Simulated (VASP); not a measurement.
Write the native input for VASP 6.6.1 that does the following.

```
Task                   : single point
Functional             : PBE
Potentials or basis    : VASP PAW PBE potentials, release 64 (Zn, S)
Cutoff                 : 520 eV
k mesh                 : 6 × 6 × 4
Occupations            : gaussian, width 0.05 eV
Spin                   : no spin polarisation
Dipole correction      : no
Further INCAR settings : ALGO = Normal; EDIFF = 1e-06; NBANDS = 26
```

The structure of ZnS lies in POSCAR:

```
ZnS
1.0
    3.9704355774      0.0613104425     -0.0710405929
   -1.9321213880      3.2496550867      0.1658715919
   -0.1164830149      0.2467974941      6.1951054870
Zn S
2 2
Direct
    0.3311368994      0.6676137826      0.0049114474
    0.6704392566      0.3380069587      0.5039732153
    0.3315272085      0.6621913448      0.3813948260
    0.6668966355      0.3321879138      0.8797205114
```

One way to write it, as run:

INCAR

```
PREC     = Accurate       # precision mode
ENCUT    = 520            # plane-wave cutoff, eV
EDIFF    = 1E-6           # SCF threshold, eV
ISMEAR   = 0              # smearing method
SIGMA    = 0.05           # smearing width, eV
LREAL    = False          # projectors in reciprocal space
LASPH    = True           # aspherical terms in the spheres
NELM     = 80             # most SCF steps
ALGO     = Normal         # electronic algorithm
ISIF     = 2              # what is computed and relaxed
LWAVE    = False          # write WAVECAR
LCHARG   = False          # write CHGCAR
GGA      = PE             # functional
NBANDS   = 26             # bands
```

KPOINTS

```
regular mesh
0
Gamma
  6 6 4
```

Potentials or basis: VASP PAW PBE potentials, release 64 (Zn, S).

Run with:

```bash
$ cat potpaw_PBE.64/Zn/POTCAR potpaw_PBE.64/S/POTCAR > POTCAR
$ mpirun -np 1 vasp_std > vasp.out
```

Results of the run:

The pressure is 0.8 GPa and the largest force is 0.663 eV/Å. The band gap on the k mesh is 1.86 eV, direct.

It took 93 s on 1 thread of Intel(R) Xeon(R) Platinum 8559C (Emerald Rapids) (shared host), peak memory 0.27 GiB.
